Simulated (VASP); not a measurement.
# AlNi2 (P-3m1) in VASP: single point with PBEsol

Aim: the single point of AlNi2 with PBEsol.

All numbers are computed with VASP 6.6.1; they aren't measurements. Logs are shortened: lines on timing, memory, paths and dates and some standing lists are left out, and cuts for length are marked.

## Step 1: The cell of the first run

The structure is trigonal, space group P-3m1 (No. 164). Conventional cell: a = 7.510 Å, b = 7.510 Å, c = 9.268 Å, α = 90.00°, β = 90.00°, γ = 120.00°. Al (site symmetry 3m) has 11 Ni at 4.49 to 5.20 Å and 3 Al at 5.58 Å within 5.9 Å. Ni (site symmetry 3m) has 5 Al at 4.49 to 4.68 Å and 9 Ni at 4.66 to 5.53 Å within 5.9 Å.

## Step 2: Single point, PBEsol

Input file INCAR:

```
PREC     = Accurate       # precision mode
ENCUT    = 540            # plane-wave cutoff, eV
EDIFF    = 1E-6           # SCF threshold, eV
ISMEAR   = 0              # smearing method
SIGMA    = 0.1            # smearing width, eV
LREAL    = False          # projectors in reciprocal space
LASPH    = True           # aspherical terms in the spheres
NELM     = 300            # most SCF steps
ALGO     = All            # electronic algorithm
ISIF     = 2              # what is computed and relaxed
LWAVE    = False          # write WAVECAR
LCHARG   = False          # write CHGCAR
GGA      = PS             # functional
NBANDS   = 32             # bands
GGA_COMPAT= False        
ISEARCH  = 1            
KPAR     = 4
```

Input file KPOINTS:

```
regular mesh
0
Gamma
  3 3 2
```

Input file POSCAR:

```
AlNi2
1.0
    7.5097803272      0.0000000000      0.0000000000
   -3.7548901636      6.5036605402      0.0000000000
    0.0000000000      0.0000000000      9.2677097077
Al Ni
2 4
Direct
    0.3333333333      0.6666666667      0.1898740600
    0.6666666667      0.3333333333      0.8101259400
    0.3333333333      0.6666666667      0.6851100400
    0.6666666667      0.3333333333      0.3148899600
    0.0000000000      0.0000000000      0.5000000000
    0.0000000000      0.0000000000      0.0000000000
```

Potentials or basis: VASP PAW PBE potentials, release 64 (Al, Ni).

Started as:

```
$ cat potpaw_PBE.64/Al/POTCAR potpaw_PBE.64/Ni/POTCAR > POTCAR
$ mpirun -np 4 vasp_std > vasp.out
```

OUTCAR:

```text
PREC = Accurate
   ENCUT = 540
   EDIFF = 1E-6
   ISMEAR = 0
   LREAL = False
   LASPH = True
   NELM = 300
   ISIF = 2
   GGA = PS

 ion  position               nearest neighbor table
   1  0.333  0.667  0.190-
   2  0.667  0.333  0.810-
   3  0.333  0.667  0.685-
   4  0.667  0.333  0.315-
   5  0.000  0.000  0.500-
   6  0.000  0.000  0.000-

  LATTYP: Found a hexagonal cell.
 ALAT       =     7.5097803272
 C/A-ratio  =     1.2340853266

  Lattice vectors:

 A1 = (   7.5097803272,   0.0000000000,   0.0000000000)
 A2 = (  -3.7548901636,   6.5036605402,   0.0000000000)
 A3 = (   0.0000000000,   0.0000000000,   9.2677097077)

Analysis of symmetry for initial positions (statically):
=====================================================================
 Subroutine PRICEL returns:
 Original cell was already a primitive cell.

 Routine SETGRP: Setting up the symmetry group for a
 hexagonal supercell.

 Subroutine GETGRP returns: Found 12 space group operations
 (whereof 12 operations were pure point group operations)
 out of a pool of 24 trial point group operations.

The static configuration has the point symmetry D_3d.

Analysis of symmetry for dynamics (positions and initial velocities):
=====================================================================
 Subroutine PRICEL returns:
 Original cell was already a primitive cell.

 Routine SETGRP: Setting up the symmetry group for a
 hexagonal supercell.

 Subroutine GETGRP returns: Found 12 space group operations
 (whereof 12 operations were pure point group operations)
 out of a pool of 24 trial point group operations.

The dynamic configuration has the point symmetry D_3d.

 Subroutine INISYM returns: Found 12 space group operations
 (whereof 12 operations are pure point group operations),
 and found     1 'primitive' translations

----------------------------------------------------------------------------------------

                                     Primitive cell

  volume of cell :     452.6448

  direct lattice vectors                    reciprocal lattice vectors
     7.509780327  0.000000000  0.000000000     0.133159687  0.076879781  0.000000000
    -3.754890164  6.503660540  0.000000000     0.000000000  0.153759563  0.000000000
     0.000000000  0.000000000  9.267709708     0.000000000  0.000000000  0.107901524

  length of vectors
     7.509780327  7.509780327  9.267709708     0.153759563  0.153759563  0.107901524

  position of ions in fractional coordinates (direct lattice)
     0.333333333  0.666666667  0.189874060
     0.666666667  0.333333333  0.810125940
     0.333333333  0.666666667  0.685110040
     0.666666667  0.333333333  0.314889960
     0.000000000  0.000000000  0.500000000
     0.000000000  0.000000000  0.000000000

  ion indices of the primitive-cell ions
   primitive index   ion index
                 1           1
                 2           2
                 3           3
                 4           4
                 5           5
                 6           6

----------------------------------------------------------------------------------------

 KPOINTS: regular mesh

Automatic generation of k-mesh.
 Grid dimensions read from file:
 generate k-points for:    3    3    2

 Generating k-lattice:

  Cartesian coordinates                     Fractional coordinates (reciprocal lattice)
     0.044386562  0.025626594  0.000000000     0.333333333  0.000000000  0.000000000
     0.000000000  0.051253188  0.000000000     0.000000000  0.333333333  0.000000000
     0.000000000  0.000000000  0.053950762     0.000000000  0.000000000  0.500000000

  Length of vectors
     0.051253188  0.051253188  0.053950762

  Shift w.r.t. Gamma in fractional coordinates (k-lattice)
     0.000000000  0.000000000  0.000000000

 Subroutine IBZKPT returns following result:
 ===========================================

 Found      6 irreducible k-points:

 Following reciprocal coordinates:
            Coordinates               Weight
  0.000000  0.000000  0.000000      1.000000
  0.333333 -0.000000  0.000000      6.000000
  0.333333  0.333333  0.000000      2.000000
  0.000000  0.000000  0.500000      1.000000
  0.333333 -0.000000  0.500000      6.000000
  0.333333  0.333333  0.500000      2.000000
   k-points           NKPTS =      6   k-points in BZ     NKDIM =      6   number of bands    NBANDS=     32
   number of dos      NEDOS =    301   number of ions     NIONS =      6
   total plane-waves  NPLWV = 252000
   dimension x,y,z NGX =    60 NGY =   60 NGZ =   70
   dimension x,y,z NGXF=   120 NGYF=  120 NGZF=  140
   ions per type =               2   4
   NGX,Y,Z   is equivalent  to a cutoff of  13.28, 13.28, 12.56 a.u.
   NGXF,Y,Z  is equivalent  to a cutoff of  26.56, 26.56, 25.11 a.u.
 SYSTEM =  unknown system
   PREC   = accura    normal or accurate (medium, high low for compatibility)
   ISTART =      0    job   : 0-new  1-cont  2-samecut
   ICHARG =      2    charge: 1-file 2-atom 10-const
   ISPIN  =      1    spin polarized calculation?
   LNONCOLLINEAR =      F non collinear calculations
   LSORBIT =      F    spin-orbit coupling
   LASPH  =      T    aspherical Exc in radial PAW
   ENCUT  =  540.0 eV  39.69 Ry    6.30 a.u.  14.23 14.23 17.56*2*pi/ulx,y,z
   NELM   =    300;   NELMIN=  2; NELMDL= -5     # of ELM steps
   EDIFF  = 0.1E-05   stopping-criterion for ELM
   LREAL  =      F    real-space projection
   EDIFFG = 0.1E-04   stopping-criterion for IOM
   NSW    =      0    number of steps for IOM
   IBRION =     -1    ionic relax: 0-MD 1-quasi-New 2-CG
   NFREE  =      0    steps in history (QN), initial steepest desc. (CG)
   ISIF   =      2    stress and relaxation
   ISYM   =      2    0-nonsym 1-usesym 2-fastsym
   POTIM  = 0.5000    time-step for ionic-motion
   TEBEG  =    0.0;   TEEND  =   0.0 temperature during run
   PSTRESS=    0.0 pullay stress
   NELECT =      46.0000    total number of electrons
   NUPDOWN=      -1.0000    fix difference up-down
   EMIN   =  10.00;   EMAX   =-10.00  energy-range for DOS
   EFERMI =   0.00;   METHOD = LEGACY
   ISMEAR =     0;   SIGMA  =   0.10  broadening in eV -4-tet -1-fermi 0-gaus
   EFERMI_NEDOS =   21; number of points for ismear=-14 and -15
   IALGO  =     58    algorithm
   IMIX   =      4    mixing-type and parameters
     AMIX     =   0.40;   BMIX     =  1.00
     AMIX_MAG =   1.60;   BMIX_MAG =  1.00
  volume/ion in A,a.u.               =      75.44       509.10
  Fermi-wavevector in a.u.,A,eV,Ry     =   0.763968  1.443689  7.940992  0.583646
  Thomas-Fermi vector in A             =   1.863766
   LORBIT       =      0    0 simple, 1 ext, 2 COOP (PROOUT), +10 PAW based schemes
   GGA     = PS    functional components
   LHFCALC =     F    Hartree Fock is set to
   AEXX    =    0.0000 exact exchange contribution
   IVDW    =     0    specifies the selected vdW correction
   LEPSILON=     F    determine dielectric tensor
   LRPA    =     F    only Hartree local field effects (RPA)
 non-spin polarized calculation
 Gauss-broadening in eV      SIGMA  =   0.10
  energy-cutoff  :      540.00
  volume of cell :      452.64
 maximum number of plane-waves:     12953
 NGX is ok and might be reduce to    60
   NGX = 29   NGY = 29   NGZ = 35

 number of electron      46.0000001 magnetization

 Free energy of the ion-electron system (eV)
  ---------------------------------------------------
  ext. energy  EPLUGINS =         0.00000000
  ---------------------------------------------------
  free energy    TOTEN  =        -6.86559405 eV

  energy without entropy =       -6.50533500  energy(sigma->0) =       -6.68546453

 E-fermi :  -1.8043     XC(G=0):  -5.3672

 val. band max:       -1.8247020724   @ k =   0.0000   0.0000   0.0000
 cond. band min:      -1.7794499226   @ k =   0.0000   0.0000   0.0000
 fundamental gap:      0.0452521499
 Fermi energy:        -1.8043468360

 k-point     1 :       0.0000    0.0000    0.0000
  band No.  band energies     occupation
      1      -6.1039      2.00000
      2      -5.8390      2.00000
      3      -2.6814      2.00000
      4      -2.1257      1.99999
      5      -2.0133      1.99683
      6      -2.0133      1.99683
[... 24 lines left out ...]
     31      -0.4338      0.00000
     32      -0.4088      0.00000

 k-point     2 :       0.3333   -0.0000    0.0000
  band No.  band energies     occupation
      1      -6.0191      2.00000
      2      -5.8693      2.00000
      3      -2.7370      2.00000
      4      -2.2474      2.00000
      5      -2.0918      1.99995
      6      -1.9936      1.99255
[... 24 lines left out ...]
     31      -0.2768      0.00000
     32      -0.1850      0.00000

 k-point     3 :       0.3333    0.3333    0.0000
  band No.  band energies     occupation
      1      -5.9299      2.00000
      2      -5.9299      2.00000
      3      -2.6871      2.00000
      4      -2.2984      2.00000
      5      -2.2984      2.00000
      6      -2.0346      1.99883
[... 24 lines left out ...]
     31      -0.1407      0.00000
     32      -0.1407      0.00000

 k-point     4 :       0.0000    0.0000    0.5000
  band No.  band energies     occupation
      1      -6.0598      2.00000
      2      -5.8828      2.00000
      3      -2.7902      2.00000
      4      -2.2596      2.00000
      5      -2.0082      1.99578
      6      -2.0082      1.99578
[... 24 lines left out ...]
     31      -0.5643      0.00000
     32       0.1522      0.00000

 k-point     5 :       0.3333   -0.0000    0.5000
  band No.  band energies     occupation
      1      -5.9912      2.00000
      2      -5.8894      2.00000
      3      -2.7464      2.00000
      4      -2.5316      2.00000
      5      -2.0033      1.99499
      6      -1.9870      1.98996
[... 24 lines left out ...]
     31      -0.0781      0.00000
     32       0.0617      0.00000

 k-point     6 :       0.3333    0.3333    0.5000
  band No.  band energies     occupation
      1      -5.9244      2.00000
      2      -5.9244      2.00000
      3      -2.4837      2.00000
      4      -2.4837      2.00000
      5      -2.4266      2.00000
      6      -2.2330      2.00000
[... 24 lines left out ...]
     31      -0.2241      0.00000
     32      -0.2241      0.00000

------------------------ aborting loop because EDIFF is reached ----------------------------------------

  FORCE on cell =-STRESS in cart. coord.  units (eV):
  Direction    XX          YY          ZZ          XY          YZ          ZX
  --------------------------------------------------------------------------------------
  -------------------------------------------------------------------------------------
  Total       -8.0397205     -8.0397205     -7.4240230      0.0000000      0.0000000     -0.0000000
  in kB      -28.4573211    -28.4573211    -26.2780037      0.0000000      0.0000000     -0.0000000
  external PRESSURE =     -27.7308820 kB  Pullay stress =       0.0000000 kB

 VOLUME and BASIS-vectors are now :
 -----------------------------------------------------------------------------
  energy-cutoff  :      540.00
  volume of cell :      452.64
      direct lattice vectors                 reciprocal lattice vectors
     7.509780327  0.000000000  0.000000000     0.133159687  0.076879781  0.000000000
    -3.754890164  6.503660540  0.000000000     0.000000000  0.153759563  0.000000000
     0.000000000  0.000000000  9.267709708     0.000000000  0.000000000  0.107901524

 POSITION                                       TOTAL-FORCE (eV/Angst)
 -----------------------------------------------------------------------------------
     -0.00000      4.33577      1.75970         0.000000      0.000000      0.078949
      3.75489      2.16789      7.50801        -0.000000     -0.000000     -0.078949
     -0.00000      4.33577      6.34940        -0.000000     -0.000000      0.027659
      3.75489      2.16789      2.91831         0.000000      0.000000     -0.027659
      0.00000      0.00000      4.63385         0.000000      0.000000      0.000000
      0.00000      0.00000      0.00000         0.000000      0.000000      0.000000
 -----------------------------------------------------------------------------------
    total drift:                               -0.000000      0.000000      0.000000

  FREE ENERGIE OF THE ION-ELECTRON SYSTEM (eV)
  ---------------------------------------------------
  free  energy   TOTEN  =        -6.8655940535 eV

  energy  without entropy=       -6.5053365150  energy(sigma->0) =       -6.68546528
```

Run time: 9.6 min. Hardware: 4 MPI ranks of Intel Xeon Platinum 8259CL at 2.50GHz (Skylake/Cascade Lake), shared host; peak memory 0.66 GiB.

What came out:

- Free energy: -6.8656 eV
- Pressure: -2.8 GPa
- Largest force: 0.079 eV/Å
- Band gap on the k mesh: zero (bands 23 and 24 overlap by 0.01 eV)

Forces on the atoms (eV/Å):
```
Al   0.000  0.000  0.079
Al   0.000  0.000 -0.079
Ni   0.000  0.000  0.028
Ni   0.000  0.000 -0.028
Ni   0.000  0.000  0.000
Ni   0.000  0.000  0.000
```

Levels at points of the mesh, in eV from the Fermi level:
```tsv
k point	band 21	band 22	band 23	band 24	band 25	band 26	band 27	band 28
(0.00, 0.00, 0.00)	-0.08	-0.07	-0.07	-0.02	0.02	0.82	0.96	0.96
(0.00, 0.00, 0.50)	-0.08	-0.08	-0.07	-0.07	0.54	0.69	1.04	1.04
```

Caveat: the nearest neighbours stand farther apart than a usual bond; the PAW data sets were made with another functional, which shifts forces and pressure a little. Spin polarisation is off, so any magnetic state and its effect on volume and gap are missing.

The gap in the log of VASP goes by the Fermi energy; the results here count the filled bands.